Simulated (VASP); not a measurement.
Input of a VASP 6.6.1 run:

File INCAR:

```
SYSTEM = InSb
ALGO     = Normal         ! electronic algorithm
EDIFF    = 1E-8           ! SCF threshold, eV
ENCUT    = 520            ! plane-wave cutoff, eV
GGA      = PE             ! functional
IBRION   = 8              ! ionic algorithm
ISIF     = 2              ! what is computed and relaxed
ISMEAR   = -1             ! smearing method
LASPH    = .TRUE.         ! aspherical terms in the spheres
LCHARG   = .FALSE.        ! write CHGCAR
LREAL    = .FALSE.        ! projectors in reciprocal space
LWAVE    = .FALSE.        ! write WAVECAR
NBANDS   = 16             ! bands
NELM     = 80             ! most SCF steps
NSW      = 1              ! ionic steps
PREC     = Accurate       ! precision mode
SIGMA    = 0.15           ! smearing width, eV
```

File KPOINTS:

```
k-points
0
G
  12 12 12
  0 0 0
```

File POSCAR:

```
InSb
1.0
    0.0000000000      3.3185726850      3.3185726850
    3.3185726850      0.0000000000      3.3185726850
    3.3185726850      3.3185726850      0.0000000000
In Sb
1 1
Direct
    0.0000000000      0.0000000000      0.0000000000
    0.2500000000      0.2500000000      0.2500000000
```

Potentials or basis: VASP PAW PBE potentials, release 64 (In_d, Sb).

Command:

```bash
$ cat potpaw_PBE.64/In_d/POTCAR potpaw_PBE.64/Sb/POTCAR > POTCAR
$ mpirun -np 1 vasp_std > vasp.out
```

**Question.** What does it give for the highest phonon frequency at Γ, LO-TO splitting left out?

**Answer.** 164 cm⁻¹.

Phonon frequencies in cm⁻¹ (negative: imaginary):
```
              q point        frequencies
(0.000, 0.000, 0.000)  0 0 0 164 164 164
```
